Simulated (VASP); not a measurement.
# Mo in VASP: a series of runs

Runs on Mo. Level: PBEsol. Tasks: single point.

Program: VASP 6.6.1. These are calculated values, not measurements. Logs are shortened: lines on timing, memory, paths and dates and some standing lists are left out, and cuts for length are marked.

## Step 1: The cell of the first run

The cell holds a slab with vacuum, 2 atoms: a = 2.555 Å, b = 2.736 Å, c = 18.369 Å, α = 90.00°, β = 90.00°, γ = 90.00°.

## Step 2: Single point, PBEsol

File INCAR:

```
PREC = Accurate
ENCUT = 400
EDIFF = 1E-6
ISMEAR = -1
SIGMA = 0.1
LREAL = F
LASPH = T
NELM = 120
ALGO = Normal
ISIF = 2
LWAVE = F
LCHARG = T
LDIPOL = T
IDIPOL = 3
DIPOL = 0.5 0.5 0.500
GGA = PS
LELF = T
LVHAR = T
LVACPOTAV = T
NBANDS = 21
GGA_COMPAT = F
NELMDL = -8
```

File KPOINTS:

```
regular mesh
0
Gamma
  7 6 1
```

File POSCAR:

```
Mo
1.0
    2.5551810000      0.0000000000      0.0000000000
    0.0000000000      2.7355100000      0.0000000000
    0.0000000000      0.0000000000     18.3690210000
Mo
2
Direct
    0.5000000000      0.0000000000      0.4355158612
    0.5000000000      0.5000000000      0.5644841388
```

Potentials or basis: VASP PAW PBE potentials, release 64 (Mo_sv).

The run is started by

```
$ cat potpaw_PBE.64/Mo_sv/POTCAR > POTCAR
$ mpirun -np 1 vasp_std > vasp.out
```

OUTCAR:

```text
PREC = Accurate
   ENCUT = 400
   EDIFF = 1E-6
   ISMEAR = -1
   LREAL = F
   LASPH = T
   NELM = 120
   ISIF = 2
   GGA = PS
   NELMDL = -8

 ion  position               nearest neighbor table
   1  0.500  0.000  0.436-   2 2.74   2 2.74
   2  0.500  0.500  0.564-   1 2.74   1 2.74

  LATTYP: Found a simple orthorhombic cell.
 ALAT       =     2.5551810000
 B/A-ratio  =     1.0705738654
 C/A-ratio  =     7.1889314299

  Lattice vectors:

 A1 = (   2.5551810000,   0.0000000000,   0.0000000000)
 A2 = (   0.0000000000,   2.7355100000,   0.0000000000)
 A3 = (   0.0000000000,   0.0000000000,  18.3690210000)

Analysis of symmetry for initial positions (statically):
=====================================================================
 Subroutine PRICEL returns:
 Original cell was already a primitive cell.

 Routine SETGRP: Setting up the symmetry group for a
 simple orthorhombic supercell.

 Subroutine GETGRP returns: Found  8 space group operations
 (whereof  4 operations were pure point group operations)
 out of a pool of  8 trial point group operations.

The static configuration has the point symmetry C_2v.
 The point group associated with its full space group is D_2h.

Analysis of symmetry for dynamics (positions and initial velocities):
=====================================================================
 Subroutine PRICEL returns:
 Original cell was already a primitive cell.

 Routine SETGRP: Setting up the symmetry group for a
 simple orthorhombic supercell.

 Subroutine GETGRP returns: Found  8 space group operations
 (whereof  4 operations were pure point group operations)
 out of a pool of  8 trial point group operations.

The dynamic configuration has the point symmetry C_2v.
 The point group associated with its full space group is D_2h.

 Subroutine INISYM returns: Found  8 space group operations
 (whereof  4 operations are pure point group operations),
 and found     1 'primitive' translations

----------------------------------------------------------------------------------------

                                     Primitive cell

  volume of cell :     128.3944

  direct lattice vectors                    reciprocal lattice vectors
     2.555181000  0.000000000  0.000000000     0.391361708  0.000000000  0.000000000
     0.000000000  2.735510000  0.000000000     0.000000000  0.365562546  0.000000000
     0.000000000  0.000000000 18.369021000     0.000000000  0.000000000  0.054439483

  length of vectors
     2.555181000  2.735510000 18.369021000     0.391361708  0.365562546  0.054439483

  position of ions in fractional coordinates (direct lattice)
     0.500000000  0.000000000  0.435515861
     0.500000000  0.500000000  0.564484139

  ion indices of the primitive-cell ions
   primitive index   ion index
                 1           1
                 2           2

----------------------------------------------------------------------------------------

 KPOINTS: regular mesh

Automatic generation of k-mesh.
 Grid dimensions read from file:
 generate k-points for:    7    6    1

 Generating k-lattice:

  Cartesian coordinates                     Fractional coordinates (reciprocal lattice)
     0.055908815  0.000000000  0.000000000     0.142857143  0.000000000  0.000000000
     0.000000000  0.060927091  0.000000000     0.000000000  0.166666667  0.000000000
     0.000000000  0.000000000  0.054439483     0.000000000  0.000000000  1.000000000

  Length of vectors
     0.055908815  0.060927091  0.054439483

  Shift w.r.t. Gamma in fractional coordinates (k-lattice)
     0.000000000  0.000000000  0.000000000

 Subroutine IBZKPT returns following result:
 ===========================================

 Found     16 irreducible k-points:

 Following reciprocal coordinates:
            Coordinates               Weight
  0.000000  0.000000  0.000000      1.000000
  0.142857  0.000000  0.000000      2.000000
  0.285714  0.000000  0.000000      2.000000
  0.428571  0.000000  0.000000      2.000000
  0.000000  0.166667  0.000000      2.000000
  0.142857  0.166667  0.000000      4.000000
[... 8 lines left out ...]
  0.285714  0.500000  0.000000      2.000000
  0.428571  0.500000  0.000000      2.000000
   k-points           NKPTS =     16   k-points in BZ     NKDIM =     16   number of bands    NBANDS=     21
   number of dos      NEDOS =    301   number of ions     NIONS =      2
   total plane-waves  NPLWV =  38880
   dimension x,y,z NGX =    18 NGY =   18 NGZ =  120
   dimension x,y,z NGXF=    36 NGYF=   36 NGZF=  240
   ions per type =               2
   NGX,Y,Z   is equivalent  to a cutoff of  11.71, 10.94, 10.86 a.u.
   NGXF,Y,Z  is equivalent  to a cutoff of  23.42, 21.88, 21.72 a.u.
 SYSTEM =  unknown system
   PREC   = accura    normal or accurate (medium, high low for compatibility)
   ISTART =      0    job   : 0-new  1-cont  2-samecut
   ICHARG =      2    charge: 1-file 2-atom 10-const
   ISPIN  =      1    spin polarized calculation?
   LNONCOLLINEAR =      F non collinear calculations
   LSORBIT =      F    spin-orbit coupling
   LASPH  =      T    aspherical Exc in radial PAW
   ENCUT  =  400.0 eV  29.40 Ry    5.42 a.u.   4.17  4.46 29.96*2*pi/ulx,y,z
   NELM   =    120;   NELMIN=  2; NELMDL= -8     # of ELM steps
   EDIFF  = 0.1E-05   stopping-criterion for ELM
   LREAL  =      F    real-space projection
   EDIFFG = 0.1E-04   stopping-criterion for IOM
   NSW    =      0    number of steps for IOM
   IBRION =     -1    ionic relax: 0-MD 1-quasi-New 2-CG
   NFREE  =      0    steps in history (QN), initial steepest desc. (CG)
   ISIF   =      2    stress and relaxation
   ISYM   =      2    0-nonsym 1-usesym 2-fastsym
   POTIM  = 0.5000    time-step for ionic-motion
   TEBEG  =    0.0;   TEEND  =   0.0 temperature during run
   PSTRESS=    0.0 pullay stress
   NELECT =      28.0000    total number of electrons
   NUPDOWN=      -1.0000    fix difference up-down
   EMIN   =  10.00;   EMAX   =-10.00  energy-range for DOS
   EFERMI =   0.00;   METHOD = LEGACY
   ISMEAR =    -1;   SIGMA  =   0.10  broadening in eV -4-tet -1-fermi 0-gaus
   EFERMI_NEDOS =   21; number of points for ismear=-14 and -15
   IALGO  =     38    algorithm
   IMIX   =      4    mixing-type and parameters
     AMIX     =   0.40;   BMIX     =  1.00
     AMIX_MAG =   1.60;   BMIX_MAG =  1.00
  volume/ion in A,a.u.               =      64.20       433.22
  Fermi-wavevector in a.u.,A,eV,Ry     =   0.985399  1.862134 13.211413  0.971011
  Thomas-Fermi vector in A             =   2.116703
   LORBIT       =      0    0 simple, 1 ext, 2 COOP (PROOUT), +10 PAW based schemes
   GGA     = PS    functional components
   LHFCALC =     F    Hartree Fock is set to
   AEXX    =    0.0000 exact exchange contribution
   IVDW    =     0    specifies the selected vdW correction
   LEPSILON=     F    determine dielectric tensor
   LRPA    =     F    only Hartree local field effects (RPA)
 non-spin polarized calculation
  energy-cutoff  :      400.00
  volume of cell :      128.39
 maximum number of plane-waves:      2372
 NGX is ok and might be reduce to    18

 dipolmoment           0.000000      0.000000      0.000000 electrons x Angstroem

 number of electron      28.0000007 magnetization

 dipolmoment           0.000000      0.000000     -0.000000 electrons x Angstroem

 Free energy of the ion-electron system (eV)
  ---------------------------------------------------
  ext. energy  EPLUGINS =         0.00000000
  ---------------------------------------------------
  free energy    TOTEN  =       -19.98514113 eV

  energy without entropy =      -19.91067232  energy(sigma->0) =      -19.94790673

 E-fermi :  -0.7082     XC(G=0):  -4.4816

 val. band max:       -0.8863857499   @ k =   0.4286   0.0000   0.0000
 cond. band min:      -0.6668822028   @ k =   0.2857   0.5000   0.0000
 fundamental gap:      0.2195035470
 Fermi energy:        -0.7082469222

 k-point     1 :       0.0000    0.0000    0.0000
  band No.  band energies     occupation
      1     -61.4800      2.00000
      2     -61.3686      2.00000
      3     -35.8487      2.00000
      4     -35.1664      2.00000
      5     -35.0775      2.00000
      6     -34.9198      2.00000
[... 13 lines left out ...]
     20       3.1062      0.00000
     21       3.4389      0.00000

 k-point     2 :       0.1429    0.0000    0.0000
  band No.  band energies     occupation
      1     -61.4365      2.00000
      2     -61.3260      2.00000
      3     -35.8071      2.00000
      4     -35.1334      2.00000
      5     -35.0458      2.00000
      6     -35.0372      2.00000
[... 13 lines left out ...]
     20       2.4395      0.00000
     21       2.6994      0.00000

 k-point     3 :       0.2857    0.0000    0.0000
  band No.  band energies     occupation
      1     -61.3371      2.00000
      2     -61.2287      2.00000
      3     -35.7597      2.00000
      4     -35.7082      2.00000
      5     -35.6448      2.00000
      6     -35.0565      2.00000
[... 13 lines left out ...]
     20       2.7588      0.00000
     21       3.7854      0.00000

 k-point     4 :       0.4286    0.0000    0.0000
  band No.  band energies     occupation
      1     -61.2557      2.00000
      2     -61.1492      2.00000
      3     -36.2986      2.00000
      4     -36.1711      2.00000
      5     -35.6342      2.00000
      6     -34.9950      2.00000
[... 13 lines left out ...]
     20       3.9973      0.00000
     21       5.6454      0.00000

 k-point     5 :       0.0000    0.1667    0.0000
  band No.  band energies     occupation
      1     -61.4451      2.00000
      2     -61.3481      2.00000
      3     -35.8000      2.00000
      4     -35.3792      2.00000
      5     -35.1545      2.00000
      6     -35.1179      2.00000
[... 13 lines left out ...]
     20       2.9671      0.00000
     21       3.3396      0.00000
[... 190 lines left out ...]
     20       2.5410      0.00000
     21       6.3732      0.00000

 k-point    14 :       0.1429    0.5000    0.0000
  band No.  band energies     occupation
      1     -61.2702      2.00000
      2     -61.2702      2.00000
      3     -35.9818      2.00000
      4     -35.9818      2.00000
      5     -35.2840      2.00000
      6     -35.2840      2.00000
[... 13 lines left out ...]
     20       4.0024      0.00000
     21       6.7613      0.00000

 k-point    15 :       0.2857    0.5000    0.0000
  band No.  band energies     occupation
      1     -61.1741      2.00000
      2     -61.1741      2.00000
      3     -35.8827      2.00000
      4     -35.8827      2.00000
      5     -35.5888      2.00000
      6     -35.5888      2.00000
[... 13 lines left out ...]
     20       5.8394      0.00000
     21       7.4000      0.00000

 k-point    16 :       0.4286    0.5000    0.0000
  band No.  band energies     occupation
      1     -61.0954      2.00000
      2     -61.0954      2.00000
      3     -36.1074      2.00000
      4     -36.1074      2.00000
      5     -35.8013      2.00000
      6     -35.8013      2.00000
[... 13 lines left out ...]
     20       7.2071      0.00000
     21       7.5960      0.00000

------------------------ aborting loop because EDIFF is reached ----------------------------------------

  FORCE on cell =-STRESS in cart. coord.  units (eV):
  Direction    XX          YY          ZZ          XY          YZ          ZX
  --------------------------------------------------------------------------------------
  -------------------------------------------------------------------------------------
  Total       -4.1936392     -8.2158269     -0.5573468      0.0000000      0.0000000      0.0000000
  in kB      -52.3305928   -102.5217186     -6.9548877      0.0000000      0.0000000      0.0000000
  external PRESSURE =     -53.9357330 kB  Pullay stress =       0.0000000 kB

 VOLUME and BASIS-vectors are now :
 -----------------------------------------------------------------------------
  energy-cutoff  :      400.00
  volume of cell :      128.39
      direct lattice vectors                 reciprocal lattice vectors
     2.555181000  0.000000000  0.000000000     0.391361708  0.000000000  0.000000000
     0.000000000  2.735510000  0.000000000     0.000000000  0.365562546  0.000000000
     0.000000000  0.000000000 18.369021000     0.000000000  0.000000000  0.054439483

 POSITION                                       TOTAL-FORCE (eV/Angst)
 -----------------------------------------------------------------------------------
      1.27759      0.00000      8.00000         0.000000      0.000000      0.158776
      1.27759      1.36776     10.36902         0.000000      0.000000     -0.158776
 -----------------------------------------------------------------------------------
    total drift:                                0.000000      0.000000      0.000000

  FREE ENERGIE OF THE ION-ELECTRON SYSTEM (eV)
  ---------------------------------------------------
  free  energy   TOTEN  =       -19.9851411279 eV

  energy  without entropy=      -19.9106723237  energy(sigma->0) =      -19.94790673

 vacuum level on the upper side and lower side of the slab         4.308         4.308
```

It took 53 s on 1 thread of AMD EPYC 7R43 (Zen 3), shared host; peak memory 0.15 GiB.

Results:

- Free energy: -19.9851 eV
- Largest force: 0.159 eV/Å
- Band gap on the k mesh: zero (bands 14 and 15 overlap by 0.78 eV)

Forces in eV/Å, atoms in the order of the input:
```
Mo   0.000  0.000  0.159
Mo   0.000  0.000 -0.159
```

Caveat: the k points lie up to 0.38 Å⁻¹ apart, too coarse for converged energies and pressures of a metal; the PAW data sets were made with another functional, which shifts forces and pressure a little.

## Step 3: Single point, PBEsol

This run uses another cell than the first one: it holds 4 atoms, not 2.

File INCAR:

```
SYSTEM = Mo
ALGO = Normal
DIPOL = 0.5 0.5 0.500
EDIFF = 1E-6
ENCUT = 400
GGA = PS
GGA_COMPAT = .False.
IDIPOL = 3
ISIF = 2
ISMEAR = -1
LASPH = .True.
LCHARG = .True.
LDIPOL = .True.
LELF = .True.
LREAL = .False.
LVACPOTAV = .True.
LVHAR = .True.
LWAVE = .False.
NBANDS = 36
NELM = 120
NELMDL = -8
PREC = Accurate
SIGMA = 0.1
```

File KPOINTS:

```
k-points
0
Gamma
  7 6 1
  0 0 0
```

File POSCAR:

```
Mo
1.0
    2.5551810000      0.0000000000      0.0000000000
    0.0000000000      2.7355100000      0.0000000000
    0.0000000000      0.0000000000     23.1070630000
Mo
4
Direct
    0.5000000000      0.0000000000      0.3462144886
    0.5000000000      0.5000000000      0.4487381629
    0.5000000000      0.0000000000      0.5512618371
    0.5000000000      0.5000000000      0.6537855114
```

Potentials or basis: VASP PAW PBE potentials, release 64 (Mo_sv).

The run is started by

```
$ cat potpaw_PBE.64/Mo_sv/POTCAR > POTCAR
$ mpirun -np 1 vasp_std > vasp.out
```

Wall time 2.3 min (1 thread of AMD EPYC 7R43 (Zen 3), shared host); peak memory 0.19 GiB.

It converged, with:

* Free energy: -41.6629 eV
* Largest force: 0.656 eV/Å
* Band gap on the k mesh: zero (bands 28 and 29 overlap by 1.52 eV)

Forces on the atoms (eV/Å):
```
Mo   0.000  0.000  0.206
Mo   0.000  0.000 -0.656
Mo   0.000  0.000  0.656
Mo   0.000  0.000 -0.206
```

Levels at points of the mesh, in eV from the Fermi level:
```tsv
k point	band 24	band 25	band 26	band 27	band 28	band 29	band 30	band 31	band 32	band 33
(0.00, 0.00, 0.00)	-3.33	-1.63	-1.24	-1.06	-0.49	0.24	0.72	0.93	1.22	2.01
(0.00, 0.50, 0.00)	-2.96	-0.88	-0.88	1.09	1.09	1.09	1.09	1.57	1.57	2.78
```

Caveat: the k points lie up to 0.38 Å⁻¹ apart, too coarse for converged energies and pressures of a metal; the PAW data sets were made with another functional, which shifts forces and pressure a little.
